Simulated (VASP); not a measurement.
Runs of VASP 6.6.1 on Hf. It takes space group P6_3/mmc (No. 194, hexagonal). Conventional cell: a = 3.199 Å, b = 3.199 Å, c = 5.051 Å, α = 90.00°, β = 90.00°, γ = 120.00°. Hf (site symmetry -6m2) has 12 Hf at 3.13 to 3.20 Å within 4.1 Å. 

| smearing | gap on the mesh (eV) | pressure (GPa) |
| --- | --- | --- |
| fermi-dirac 1 eV | none | 8.6 |
| gaussian 0.3 eV | none | -0.6 |
| gaussian 0.1 eV | none | -0.5 |
| methfessel-paxton 0.03 eV | none | -0.6 |
| gaussian 0.01 eV | none | -0.6 |
| gaussian 1 eV | none | 1.1 |
| gaussian 0.03 eV | none | -0.6 |
| gaussian 0.2 eV | none | -0.6 |
| methfessel-paxton 0.1 eV | none | -0.5 |
| methfessel-paxton 0.01 eV | none | -0.6 |
| gaussian 0.6 eV | none | -0.2 |
| fermi-dirac 0.6 eV | none | (a) |

Alike in all rows: task single point; level r2SCAN; potentials or basis VASP PAW PBE potentials, release 64 (Hf_pv); no spin polarisation; cell as given; k mesh 11 × 11 × 6; cutoff (eV) 520.

Task: Estimate the missing entries.

Result: (a) 3.3.

Caveats: the PAW data sets were made with another functional, which shifts forces and pressure a little; spin-orbit coupling is left out, which moves the levels of the heavy elements; so wide a smearing shifts energies and pressures (at least some runs); the cell stands under pressure (at least some runs).

A k mesh can miss the band edges, and the runs leave out spin-orbit coupling on Hf.

A gap of «none» marks levels without a gap at the run's occupations.
